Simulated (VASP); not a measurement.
**SnTe: single point with PBE**

SnTe:

```
CELL_PARAMETERS angstrom
5.42735 0.00000 0.00000
-2.71368 4.70023 0.00000
0.00000 0.00000 6.51004
ATOMIC_POSITIONS crystal
Sn 0.33333 0.66667 0.94927
Sn 0.66667 0.33333 0.44927
Te 0.33333 0.66667 0.42573
Te 0.66667 0.33333 0.92573
```

```json
{
  "Program": "VASP 6.6.1",
  "Task": "single point",
  "Functional": "PBE",
  "Potentials or basis": "VASP PAW PBE potentials, release 64 (Sn_d, Te)",
  "Cutoff": "520 eV",
  "k mesh": "6 × 6 × 4",
  "Occupations": "gaussian, width 0.02 eV",
  "Spin": "no spin polarisation"
}
```

```yaml
Pressure: 0.0 GPa
Band_gap_on_the_k_mesh: 0.63 eV
```

Levels at points of the mesh, in eV from the valence-band top:
```csv
k point,band 18,band 19,band 20,band 21,band 22,band 23
"(0.00, 0.00, 0.00)",-1.95,-1.95,-1.91,0.67,0.67,2.27
"(0.50, 0.00, 0.00)",-2.33,-2.22,-0.61,1.79,2.69,3.10
"(0.00, 0.00, 0.50)",-2.68,-1.55,-1.55,1.19,1.19,1.19
"(0.50, 0.00, 0.50)",-1.97,-0.83,-0.83,0.74,0.74,2.36
```

Run time: 2.8 min on 1 thread of Intel Xeon 8259CL, on a shared host, peak memory 0.3 GiB.

Caveat: semilocal functionals underestimate gaps, and a narrow one can read as zero; spin-orbit coupling is left out, which moves the levels of the heavy elements. A k mesh can miss the band edges.
